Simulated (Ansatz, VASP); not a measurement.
**PbSe in VASP and in Ansatz**

```
Pb Se
1.0
     0.00000    3.01275    3.16339
     3.01275    0.00000    3.16339
     3.01275    3.01275    0.00000
Pb Se
1 1
Direct
  0.00000 0.00000 0.00000
  0.50000 0.50000 0.50000
```

Alike in both runs: task single point; functional LDA; k mesh 10 × 10 × 10; occupations gaussian, width 0.03 eV; no spin polarisation.

|  | VASP | Ansatz |
| --- | --- | --- |
| version | VASP 6.6.1 | Ansatz 0.2.0 |
| potentials or method | VASP PAW LDA potentials, release 64 (Pb_d, Se), cutoff 520 eV | scalar-relativistic, plane waves, PAW |
| valence electrons in the cell | 20 | 30 |

```tsv
	VASP	Ansatz	Ansatz less VASP
gap on the k mesh at the Fermi level (eV)	0.10	0.13	+0.021
least direct gap on the mesh (eV)	0.10	0.13	+0.021
pressure (GPa)	-1.7	-1.8	-0.10
traceless stress, the component that is largest in VASP (GPa)	-3.44	-3.39	+0.044
```

LDA's correlation is that of Perdew and Zunger in VASP and of Perdew and Wang (1992) in Ansatz. VASP's potentials hold 20 valence electrons a cell and Ansatz's 30, so a difference there can come from the potentials and not from the codes.

Spin-orbit coupling is off throughout.
